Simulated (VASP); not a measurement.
Here is a VASP 6.6.1 calculation.

The input INCAR:

```
SYSTEM = Ta2PbO3
PREC = Accurate
ENCUT = 600
EDIFF = 1E-6
ISMEAR = 0
SIGMA = 0.1
LREAL = .FALSE.
LASPH = .TRUE.
NELM = 60
ALGO = Normal
ISIF = 3
LWAVE = .FALSE.
LCHARG = .FALSE.
GGA = PE
IBRION = 2
NSW = 100
EDIFFG = -0.01
```

KPOINTS

```
regular mesh
0
G
  10 6 6
  0 0 0
```

File POSCAR:

```
Ta2PbO3
1.0
    2.9654780019      0.0000000000      0.0000000000
    0.0000000000      3.3783317256      4.6176753022
    0.0000000000     -3.3783317256      4.6176753022
Ta Pb O
2 1 3
Direct
    0.0000000000      0.9458287940      0.9458287940
    0.5000000000      0.5544877059      0.5544877059
    0.5000000000      0.2254489227      0.2254489227
    0.5000000000      0.7735422834      0.7735422834
    0.0000000000      0.2958253502      0.7048669239
    0.0000000000      0.7048669239      0.2958253502
```

Potentials or basis: VASP PAW PBE potentials, release 64 (Ta_pv, Pb_d, O).

Run with:

```bash
$ cat potpaw_PBE.64/Ta_pv/POTCAR potpaw_PBE.64/Pb_d/POTCAR potpaw_PBE.64/O/POTCAR > POTCAR
$ mpirun -np 1 vasp_std > vasp.out
```

What does it give for the space group after relaxing (to 0.05 Å)?

Amm2 (No. 38).

Estimate the relaxed cell.

a = 2.964 Å, b = 5.713 Å, c = 5.713 Å, α = 73.11°, β = 90.00°, γ = 90.00°.

Estimate the band gap on the k mesh.

zero (band 27 reaches 6.85 eV, above the bottom of band 28 at 5.93 eV).

Predict the relaxed volume.

15.43 Å³/atom.

Step by step:
```csv
step,energy change (eV),largest force (eV/Å),pressure (GPa),volume (Å³)
1,0.0000,0.1917,0.20,92.52
2,-0.0050,0.1108,-0.32,92.79
3,-0.0056,0.0835,-0.57,92.91
4,-0.0063,0.0897,0.60,92.26
5,-0.0069,0.0846,0.13,92.52
6,-0.0072,0.0290,-0.03,92.58
7,-0.0072,0.0194,-0.02,92.57
8,-0.0073,0.0102,0.01,92.56
9,-0.0073,0.0094,0.00,92.56
```

Caveat: spin-orbit coupling is left out, which moves the levels of the heavy elements.
